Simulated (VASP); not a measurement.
MgO: elastic constants with LDA

The system is MgO.

```
Mg O
1.0
     0.00000    2.07575    2.07575
     2.07575    0.00000    2.07575
     2.07575    2.07575    0.00000
Mg O
1 1
Direct
  0.00000 0.00000 0.00000
  0.50000 0.50000 0.50000
```

* Program: VASP 6.6.1
* Task: elastic constants
* Functional: LDA
* Potentials or basis: VASP PAW LDA potentials, release 64 (Mg, O)
* Cutoff: 600 eV
* k mesh: 10 × 10 × 10
* Occupations: gaussian, width 0.01 eV
* Spin: no spin polarisation
* Dipole correction: no
* Ions in elastic constants: relaxed
* Further INCAR settings: ALGO = Normal; EDIFF = 1e-08; NBANDS = 11; IBRION = 6; POTIM = 0.015; NSW = 1; ISIF = 3

- Elastic constants C11, C12, C44: 336, 96, 156 GPa
- Voigt bulk modulus: 176 GPa
- Highest phonon frequency at Γ, LO-TO splitting left out: 420 cm⁻¹

Phonon frequencies in cm⁻¹ (negative: imaginary):
```tsv
q point	frequencies
(0.000, 0.000, 0.000)	0 0 0 420 420 420
```

Elastic tensor in Voigt notation (GPa, in the Cartesian axes of the cell as first typed):
```
336  96  96   0   0   0
 96 336  96   0   0   0
 96  96 336   0   0   0
  0   0   0 156   0   0
  0   0   0   0 156   0
  0   0   0   0   0 156
```

Clamped-ion elastic tensor (GPa):
```
336  96  96   0   0   0
 96 336  96   0   0   0
 96  96 336   0   0   0
  0   0   0 156   0   0
  0   0   0   0 156   0
  0   0   0   0   0 156
```

It took 5.3 min on 1 thread of Intel Xeon 8259CL, with other jobs on the host, peak memory 0.24 GiB.
